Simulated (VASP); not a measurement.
Set up this calculation in VASP 6.6.1, as the native input.

```yaml
Task: single point
Functional: r2SCAN
Potentials_or_basis: VASP PAW PBE potentials, release 64 (Ta_pv, N)
Cutoff: 520 eV
k_mesh: 10 × 10 × 9
Occupations: fermi-dirac, width 0.05 eV
Spin: no spin polarisation
Dipole_correction: no
Further_INCAR_settings: ALGO = Normal; EDIFF = 1e-07; NBANDS = 15
```

Crystal: TaN.

```
CELL_PARAMETERS angstrom
2.95746 0.00000 0.00000
-1.47873 2.56123 0.00000
0.00000 0.00000 2.90209
ATOMIC_POSITIONS crystal
Ta 0.00000 0.00000 0.50000
N 0.66667 0.33333 0.00000
```

The input as run:

POSCAR

```
TaN
1.0
    2.9574575207      0.0000000000      0.0000000000
   -1.4787287603      2.5612333435      0.0000000000
    0.0000000000      0.0000000000      2.9020932717
Ta N
1 1
Direct
    0.0000000000      0.0000000000      0.5000000000
    0.6666666667      0.3333333333      0.0000000000
```

INCAR.step1

```
SYSTEM = TaN
PREC = Accurate
ENCUT = 520
ISMEAR = -1
SIGMA = 0.05
LREAL = .FALSE.
LASPH = .TRUE.
NELM = 100
NBANDS = 15
GGA = PE
ALGO = Normal
EDIFF = 1E-4
LWAVE = .TRUE.
LCHARG = .FALSE.
```

INCAR.step2

```
SYSTEM = TaN
PREC = Accurate
ENCUT = 520
EDIFF = 1E-7
ISMEAR = -1
SIGMA = 0.05
LREAL = .FALSE.
LASPH = .TRUE.
NELM = 100
ALGO = Normal
ISIF = 2
LWAVE = .FALSE.
LCHARG = .FALSE.
METAGGA = R2SCAN
LMIXTAU = .TRUE.
NBANDS = 15
ISTART = 1
```

KPOINTS

```
regular mesh
0
G
  10 10 9
  0 0 0
```

Potentials or basis: VASP PAW PBE potentials, release 64 (Ta_pv, N).

The run is started by

```console
$ cat potpaw_PBE.64/Ta_pv/POTCAR potpaw_PBE.64/N/POTCAR > POTCAR
$ cp INCAR.step1 INCAR
$ mpirun -np 1 vasp_std > vasp.out
$ cp INCAR.step2 INCAR
$ mpirun -np 1 vasp_std > vasp.out
```

It gave:

```json
{"Pressure": "-5.6 GPa", "Band gap on the k mesh": "zero (band 8 reaches 8.29 eV, above the bottom of band 9 at 7.96 eV)"}
```

Caveat: the PAW data sets were made with another functional, which shifts forces and pressure a little; spin-orbit coupling is left out, which moves the levels of the heavy elements.

Run time: 49 s on 1 thread of Intel(R) Xeon(R) Platinum 8375C CPU @ 2.90GHz (Ice Lake), on a shared host, peak memory 0.16 GiB.
